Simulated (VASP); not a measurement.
# Ge (R-3) in VASP: a series of runs

Ge is run at these levels: PBEsol; tasks: single point.

All numbers are computed with VASP 6.6.1; they aren't measurements. Logs are shortened: lines on timing, memory, paths and dates and some standing lists are left out, and cuts for length are marked.

## 1. The cell of the first run

The structure is trigonal, space group R-3 (No. 148). The conventional cell has a = 10.094 Å, b = 10.094 Å, c = 5.858 Å, α = 90.00°, β = 90.00°, γ = 120.00°. Within 3.4 Å of Ge (site symmetry 3) lie 5 Ge at 2.53 to 3.33 Å. Ge (site symmetry 1) has 4 Ge at 2.52 to 2.54 Å within 3.3 Å.

## 2. Single point, PBEsol

File INCAR:

```
PREC     = Accurate       # precision mode
ENCUT    = 520            # plane-wave cutoff, eV
EDIFF    = 1E-6           # SCF threshold, eV
ISMEAR   = 0              # smearing method
SIGMA    = 0.15           # smearing width, eV
LREAL    = F              # projectors in reciprocal space
LASPH    = T              # aspherical terms in the spheres
NELM     = 60             # most SCF steps
ALGO     = Fast           # electronic algorithm
ISIF     = 2              # what is computed and relaxed
LWAVE    = F              # write WAVECAR
LCHARG   = F              # write CHGCAR
GGA      = PS             # functional
NBANDS   = 66             # bands
```

File KPOINTS:

```
Automatic mesh
0
Gamma
  9 9 9
```

File POSCAR:

```
Ge
1.0
    5.0470000000      2.9138868086      1.9526984758
   -5.0470000000      2.9138868086      1.9526984758
    0.0000000000     -5.8277736172      1.9526984758
Ge
8
Direct
    0.7160166262      0.7160166262      0.7160166262
    0.2839833738      0.2839833738      0.2839833738
    0.0302911486      0.7262027915      0.5337905696
    0.5337905696      0.0302911486      0.7262027915
    0.7262027915      0.5337905696      0.0302911486
    0.9697088514      0.2737972085      0.4662094304
    0.4662094304      0.9697088514      0.2737972085
    0.2737972085      0.4662094304      0.9697088514
```

Potentials or basis: VASP PAW PBE potentials, release 64 (Ge_d).

On the command line:

```sh
cat potpaw_PBE.64/Ge_d/POTCAR > POTCAR
mpirun -np 1 vasp_std > vasp.out
```

OUTCAR:

```text
PREC = Accurate
   ENCUT = 520
   EDIFF = 1E-6
   ISMEAR = 0
   LREAL = F
   LASPH = T
   NELM = 60
   ISIF = 2
   GGA = PS

 ion  position               nearest neighbor table
   1  0.716  0.716  0.716-   2 2.53   5 2.54   3 2.54   4 2.54
   2  0.284  0.284  0.284-   1 2.53   8 2.54   6 2.54   7 2.54
   3  0.030  0.726  0.534-   5 2.52   4 2.52   6 2.53   1 2.54
   4  0.534  0.030  0.726-   3 2.52   5 2.52   7 2.53   1 2.54
   5  0.726  0.534  0.030-   3 2.52   4 2.52   8 2.53   1 2.54
   6  0.970  0.274  0.466-   8 2.52   7 2.52   3 2.53   2 2.54
   7  0.466  0.970  0.274-   6 2.52   8 2.52   4 2.53   2 2.54
   8  0.274  0.466  0.970-   6 2.52   7 2.52   5 2.53   2 2.54

  LATTYP: Found a trigonal (rhomboedric) cell.
 ALAT       =     6.1462164517
 COS(alpha) =    -0.3485930078

  Lattice vectors:

 A1 = (   5.0470000000,   2.9138868086,   1.9526984758)
 A2 = (  -5.0470000000,   2.9138868086,   1.9526984758)
 A3 = (   0.0000000000,  -5.8277736172,   1.9526984758)

Analysis of symmetry for initial positions (statically):
=====================================================================
 Subroutine PRICEL returns:
 Original cell was already a primitive cell.

 Routine SETGRP: Setting up the symmetry group for a
 trigonal (rhombohedral) supercell.

 Subroutine GETGRP returns: Found  6 space group operations
 (whereof  6 operations were pure point group operations)
 out of a pool of 12 trial point group operations.

The static configuration has the point symmetry S_6 .

Analysis of symmetry for dynamics (positions and initial velocities):
=====================================================================
 Subroutine PRICEL returns:
 Original cell was already a primitive cell.

 Routine SETGRP: Setting up the symmetry group for a
 trigonal (rhombohedral) supercell.

 Subroutine GETGRP returns: Found  6 space group operations
 (whereof  6 operations were pure point group operations)
 out of a pool of 12 trial point group operations.

The dynamic configuration has the point symmetry S_6 .

 Subroutine INISYM returns: Found  6 space group operations
 (whereof  6 operations are pure point group operations),
 and found     1 'primitive' translations

----------------------------------------------------------------------------------------

                                     Primitive cell

  volume of cell :     172.3028

  direct lattice vectors                    reciprocal lattice vectors
     5.047000000  2.913886809  1.952698476     0.099068754  0.057197372  0.170703945
    -5.047000000  2.913886809  1.952698476    -0.099068754  0.057197372  0.170703945
     0.000000000 -5.827773617  1.952698476     0.000000000 -0.114394743  0.170703945

  length of vectors
     6.146216452  6.146216452  6.146216452     0.205489645  0.205489645  0.205489645

  position of ions in fractional coordinates (direct lattice)
     0.716016626  0.716016626  0.716016626
     0.283983374  0.283983374  0.283983374
     0.030291149  0.726202792  0.533790570
     0.533790570  0.030291149  0.726202792
     0.726202792  0.533790570  0.030291149
     0.969708851  0.273797208  0.466209430
     0.466209430  0.969708851  0.273797208
     0.273797208  0.466209430  0.969708851

  ion indices of the primitive-cell ions
   primitive index   ion index
                 1           1
                 2           2
                 3           3
                 4           4
                 5           5
                 6           6
                 7           7
                 8           8

----------------------------------------------------------------------------------------

 KPOINTS: Automatic mesh

Automatic generation of k-mesh.
 Grid dimensions read from file:
 generate k-points for:    9    9    9

 Generating k-lattice:

  Cartesian coordinates                     Fractional coordinates (reciprocal lattice)
     0.011007639  0.006355264  0.018967105     0.111111111  0.000000000  0.000000000
    -0.011007639  0.006355264  0.018967105     0.000000000  0.111111111  0.000000000
     0.000000000 -0.012710527  0.018967105     0.000000000  0.000000000  0.111111111

  Length of vectors
     0.022832183  0.022832183  0.022832183

  Shift w.r.t. Gamma in fractional coordinates (k-lattice)
     0.000000000  0.000000000  0.000000000

 Subroutine IBZKPT returns following result:
 ===========================================

 Found    125 irreducible k-points:

 Following reciprocal coordinates:
            Coordinates               Weight
  0.000000  0.000000  0.000000      1.000000
  0.111111 -0.000000  0.000000      6.000000
  0.222222 -0.000000  0.000000      6.000000
  0.333333  0.000000  0.000000      6.000000
  0.444444 -0.000000  0.000000      6.000000
  0.111111  0.111111  0.000000      6.000000
[... 16 lines left out ...]
  0.444444  0.222222 -0.000000      6.000000
 -0.444444  0.000000 -0.222222      6.000000
 [... further k-points ...]
   k-points           NKPTS =    125   k-points in BZ     NKDIM =    125   number of bands    NBANDS=     66
   number of dos      NEDOS =    301   number of ions     NIONS =      8
   total plane-waves  NPLWV = 110592
   dimension x,y,z NGX =    48 NGY =   48 NGZ =   48
   dimension x,y,z NGXF=    96 NGYF=   96 NGZF=   96
   ions per type =               8
   NGX,Y,Z   is equivalent  to a cutoff of  12.98, 12.98, 12.98 a.u.
   NGXF,Y,Z  is equivalent  to a cutoff of  25.97, 25.97, 25.97 a.u.
 SYSTEM =  unknown system
   PREC   = accura    normal or accurate (medium, high low for compatibility)
   ISTART =      0    job   : 0-new  1-cont  2-samecut
   ICHARG =      2    charge: 1-file 2-atom 10-const
   ISPIN  =      1    spin polarized calculation?
   LNONCOLLINEAR =      F non collinear calculations
   LSORBIT =      F    spin-orbit coupling
   LASPH  =      T    aspherical Exc in radial PAW
   ENCUT  =  520.0 eV  38.22 Ry    6.18 a.u.  11.43 11.43 11.43*2*pi/ulx,y,z
   NELM   =     60;   NELMIN=  2; NELMDL= -5     # of ELM steps
   EDIFF  = 0.1E-05   stopping-criterion for ELM
   LREAL  =      F    real-space projection
   EDIFFG = 0.1E-04   stopping-criterion for IOM
   NSW    =      0    number of steps for IOM
   IBRION =     -1    ionic relax: 0-MD 1-quasi-New 2-CG
   NFREE  =      0    steps in history (QN), initial steepest desc. (CG)
   ISIF   =      2    stress and relaxation
   ISYM   =      2    0-nonsym 1-usesym 2-fastsym
   POTIM  = 0.5000    time-step for ionic-motion
   TEBEG  =    0.0;   TEEND  =   0.0 temperature during run
   PSTRESS=    0.0 pullay stress
   NELECT =     112.0000    total number of electrons
   NUPDOWN=      -1.0000    fix difference up-down
   EMIN   =  10.00;   EMAX   =-10.00  energy-range for DOS
   EFERMI =   0.00;   METHOD = LEGACY
   ISMEAR =     0;   SIGMA  =   0.15  broadening in eV -4-tet -1-fermi 0-gaus
   EFERMI_NEDOS =   21; number of points for ismear=-14 and -15
   IALGO  =     68    algorithm
   IMIX   =      4    mixing-type and parameters
     AMIX     =   0.40;   BMIX     =  1.00
     AMIX_MAG =   1.60;   BMIX_MAG =  1.00
  volume/ion in A,a.u.               =      21.54       145.34
  Fermi-wavevector in a.u.,A,eV,Ry     =   1.418132  2.679881 27.362660  2.011099
  Thomas-Fermi vector in A             =   2.539290
   LORBIT       =      0    0 simple, 1 ext, 2 COOP (PROOUT), +10 PAW based schemes
   GGA     = PS    functional components
   LHFCALC =     F    Hartree Fock is set to
   AEXX    =    0.0000 exact exchange contribution
   IVDW    =     0    specifies the selected vdW correction
   LEPSILON=     F    determine dielectric tensor
   LRPA    =     F    only Hartree local field effects (RPA)
 non-spin polarized calculation
 RMM-DIIS sequential band-by-band and
 Gauss-broadening in eV      SIGMA  =   0.15
  energy-cutoff  :      520.00
  volume of cell :      172.30
 maximum number of plane-waves:      4666
 NGX is ok and might be reduce to    48
   NGX = 23   NGY = 23   NGZ = 23

 number of electron     111.9999996 magnetization

 Free energy of the ion-electron system (eV)
  ---------------------------------------------------
  ext. energy  EPLUGINS =         0.00000000
  ---------------------------------------------------
  free energy    TOTEN  =       -38.46751067 eV

  energy without entropy =      -38.45342051  energy(sigma->0) =      -38.46046559

 E-fermi :   5.0606     XC(G=0): -10.5636

 val. band max:        5.0543760908   @ k =   0.4444   0.3333   0.3333
 cond. band min:       5.0655420099   @ k =   0.4444  -0.0000   0.0000
 fundamental gap:      0.0111659191
 Fermi energy:         5.0606460028

 k-point     1 :       0.0000    0.0000    0.0000
  band No.  band energies     occupation
      1     -19.5314      2.00000
      2     -19.5314      2.00000
      3     -19.5275      2.00000
      4     -19.5163      2.00000
      5     -19.5163      2.00000
      6     -19.5019      2.00000
[... 58 lines left out ...]
     65      10.3443      0.00000
     66      11.4032      0.00000

 k-point     2 :       0.1111   -0.0000    0.0000
  band No.  band energies     occupation
      1     -19.5314      2.00000
      2     -19.5301      2.00000
      3     -19.5268      2.00000
      4     -19.5176      2.00000
      5     -19.5150      2.00000
      6     -19.5014      2.00000
[... 58 lines left out ...]
     65      10.1428      0.00000
     66      10.8230      0.00000

 k-point     3 :       0.2222   -0.0000    0.0000
  band No.  band energies     occupation
      1     -19.5313      2.00000
      2     -19.5269      2.00000
      3     -19.5244      2.00000
      4     -19.5202      2.00000
      5     -19.5121      2.00000
      6     -19.5016      2.00000
[... 1438 lines left out ...]
     65       9.2473      0.00000
     66       9.7792      0.00000

 k-point    24 :      -0.4444    0.0000   -0.2222
  band No.  band energies     occupation
      1     -19.5306      2.00000
      2     -19.5256      2.00000
      3     -19.5233      2.00000
      4     -19.5173      2.00000
      5     -19.5021      2.00000
      6     -19.4994      2.00000
[... 58 lines left out ...]
     65       9.5047      0.00000
     66       9.7136      0.00000

 [... further k-points ...]

------------------------ aborting loop because EDIFF is reached ----------------------------------------

  FORCE on cell =-STRESS in cart. coord.  units (eV):
  Direction    XX          YY          ZZ          XY          YZ          ZX
  --------------------------------------------------------------------------------------
  -------------------------------------------------------------------------------------
  Total       -4.5097228     -4.5097228     -1.3672234     -0.0000001      0.0000000     -0.0000000
  in kB      -41.9341661    -41.9341661    -12.7132811     -0.0000008      0.0000000     -0.0000000
  external PRESSURE =     -32.1938711 kB  Pullay stress =       0.0000000 kB

 VOLUME and BASIS-vectors are now :
 -----------------------------------------------------------------------------
  energy-cutoff  :      520.00
  volume of cell :      172.30
      direct lattice vectors                 reciprocal lattice vectors
     5.047000000  2.913886809  1.952698476     0.099068754  0.057197372  0.170703945
    -5.047000000  2.913886809  1.952698476    -0.099068754  0.057197372  0.170703945
     0.000000000 -5.827773617  1.952698476     0.000000000 -0.114394743  0.170703945

 POSITION                                       TOTAL-FORCE (eV/Angst)
 -----------------------------------------------------------------------------------
      0.00000      0.00000      4.19449         0.000000     -0.000000      0.108735
      0.00000      0.00000      1.66360         0.000000     -0.000000     -0.108735
     -3.51227     -0.90647      2.51954         0.087691     -0.160395     -0.095143
      2.54116     -2.58848      2.51954         0.095060      0.156140     -0.095143
      0.97110      3.49495      2.51954        -0.182751      0.004255     -0.095143
      3.51227      0.90647      3.33856        -0.087691      0.160395      0.095143
     -2.54116      2.58848      3.33856        -0.095060     -0.156140      0.095143
     -0.97110     -3.49495      3.33856         0.182751     -0.004255      0.095143
 -----------------------------------------------------------------------------------
    total drift:                                0.000000      0.000000     -0.000000

  FREE ENERGIE OF THE ION-ELECTRON SYSTEM (eV)
  ---------------------------------------------------
  free  energy   TOTEN  =       -38.4675106663 eV

  energy  without entropy=      -38.4534205072  energy(sigma->0) =      -38.46046559
```

Wall time 35 min (1 thread of Oxide Virtual Turin-like, shared host); peak memory 0.94 GiB.

What came out:

| Quantity | Value |
| --- | --- |
| Free energy | -38.4675 eV |
| Pressure | -3.2 GPa |
| Largest force | 0.206 eV/Å |
| Band gap on the k mesh | zero (bands 56 and 57 overlap by 0.46 eV) |

Forces in eV/Å, atoms in the order of the input:
```
Ge   0.000  0.000  0.109
Ge   0.000  0.000 -0.109
Ge   0.088 -0.160 -0.095
Ge   0.095  0.156 -0.095
Ge  -0.183  0.004 -0.095
Ge  -0.088  0.160  0.095
Ge  -0.095 -0.156  0.095
Ge   0.183 -0.004  0.095
```

Caveat: the cell stands under tension; semilocal functionals underestimate gaps, so a narrow gap can read as zero; the PAW data sets were made with another functional, which shifts forces and pressure a little.

(Continued in part 2 of 2.)
